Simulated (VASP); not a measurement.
# Tl: single point with revPBE

Tl:

```
Tl
1.0
     0.00000    2.43655    2.43655
     2.43655    0.00000    2.43655
     2.43655    2.43655    0.00000
Tl
1
Direct
  0.00000 0.00000 0.00000
```

This cell differs from its parent crystal: volume scaled by 0.88.

| Quantity | Value |
| --- | --- |
| Program | VASP 6.6.1 |
| Task | single point |
| Functional | revPBE |
| Potentials or basis | VASP PAW PBE potentials, release 64 (Tl_d) |
| Cutoff | 520 eV |
| k mesh | 12 × 12 × 12 |
| Occupations | fermi-dirac, width 0.1 eV |
| Spin | no spin polarisation |
| Dipole correction | no |
| Further INCAR settings | ALGO = Normal; EDIFF = 1e-06; NBANDS = 12 |

```
Pressure : 3.8 GPa
```

Levels at points of the mesh, in eV from the Fermi level:
```csv
k point,band 3,band 4,band 5,band 6,band 7,band 8,band 9,band 10
"(0.00, 0.00, 0.00)",-11.59,-11.33,-11.33,-9.91,10.25,10.25,10.25,10.97
"(0.50, 0.00, 0.00)",-11.58,-11.09,-11.09,-5.27,-2.81,8.20,8.20,10.39
"(0.50, 0.50, 0.00)",-11.10,-11.02,-11.02,-3.58,-1.73,4.09,4.09,7.49
```

Run time: 12 s on 1 thread of Intel(R) Xeon(R) Platinum 8488C (Sapphire Rapids) (shared host), peak memory 0.17 GiB.

Caveat: the PAW data sets were made with another functional, which shifts forces and pressure a little; spin-orbit coupling is left out, which moves the levels of the heavy elements.
